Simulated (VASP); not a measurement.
Runs of VASP 6.6.1 on Al3Cu. The structure is that of space group Pm-3m (No. 221), or close to it. The cells are those of the table. 

```tsv
cell	gap on the mesh (eV)	pressure (GPa)
a = 3.844 Å, 4 atoms	none	(b)
a = 3.924 Å, 4 atoms	none	(a)
a = 3.950 Å, 4 atoms	none	-4.2
a = 3.898 Å, 4 atoms	none	-0.5
a = 3.976 Å, 4 atoms	none	-5.7
a = 4.001 Å, 4 atoms	none	-7.1
```

Alike in all rows: task single point; level PBEsol; potentials or basis VASP PAW PBE potentials, release 64 (Cu, Al); no spin polarisation; k mesh 7 × 7 × 7; cutoff (eV) 600; smearing fermi-dirac 0.05 eV.

Question: Estimate the missing entries.

Answer: (a) -2.4; (b) 4.1.

Caveats: the PAW data sets were made with another functional, which shifts forces and pressure a little.

A gap of «none» marks levels without a gap at the run's occupations.
